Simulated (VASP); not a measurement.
# Sc: relaxation of cell and atoms with r2SCAN

The system is Sc.

```
Sc
1.0
     3.30900    0.00000    0.00000
    -1.65450    2.86568    0.00000
     0.00000    0.00000    5.27330
Sc
2
Direct
  0.33333 0.66667 0.25000
  0.66667 0.33333 0.75000
```

```json
{"Program": "VASP 6.6.1", "Task": "relaxation of cell and atoms", "Functional": "r2SCAN", "Potentials or basis": "VASP PAW PBE potentials, release 64 (Sc_sv)", "Cutoff": "600 eV", "k mesh": "8 × 8 × 4", "Occupations": "gaussian, width 0.1 eV", "Spin": "no spin polarisation", "Dipole correction": "no", "Further INCAR settings": "ALGO = Normal; EDIFF = 1e-06; IBRION = 2; EDIFFG = -0.03; NSW = 80; ISIF = 3"}
```

```yaml
Relaxed_volume: 24.95 Å³/atom
Relaxed_cell: a = 3.332 Å, b = 3.332 Å, c = 5.190 Å, α = 90.00°, β = 90.00°, γ = 120.00°
Space_group_after_relaxing_to_0.05_Å: P6_3/mmc (No. 194)
Energy_gained_by_relaxing: 2.7 meV/atom
Ionic_steps: 3
Pressure_after_relaxing: 0.0 GPa
Band_gap_on_the_k_mesh: zero (band 11 reaches 4.75 eV, above the bottom of band 12 at 3.19 eV)
```

Stress tensor (GPa, compression positive):
```
 0.02  0.00  0.00
 0.00  0.02  0.00
 0.00  0.00 -0.10
```

Step by step:
```
step  energy change (eV)  largest force (eV/Å)  pressure (GPa)  volume (Å³)
   1              0.0000                0.0000           -0.06        50.00
   2             -0.0046                0.0000           -0.05        49.93
   3             -0.0054                0.0000           -0.02        49.90
```

Final structure:
```
Sc
1.0
     3.33184    0.00000    0.00000
    -1.66592    2.88546    0.00000
     0.00000    0.00000    5.18990
Sc
2
Cartesian
  0.0000 1.9236 1.2975
  1.6659 0.9618 3.8924
```

Levels at points of the mesh, in eV from the Fermi level:
```tsv
k point	band 7	band 8	band 9	band 10	band 11	band 12	band 13	band 14
(0.00, 0.00, 0.00)	-29.00	-28.97	-5.48	-1.69	0.44	1.78	1.78	2.06
(0.50, 0.00, 0.00)	-29.08	-29.04	-1.72	-1.14	-0.66	-0.43	1.40	1.54
(0.00, 0.00, 0.50)	-29.03	-29.03	-3.87	-3.87	1.09	1.09	1.70	1.70
(0.50, 0.00, 0.50)	-29.08	-29.08	-1.51	-1.51	0.04	0.04	1.30	1.30
```

It took 3.4 min on 1 thread of Intel Xeon 6975P-C, on a shared host, peak memory 0.21 GiB.

Caveat: the PAW data sets were made with another functional, which shifts forces and pressure a little.
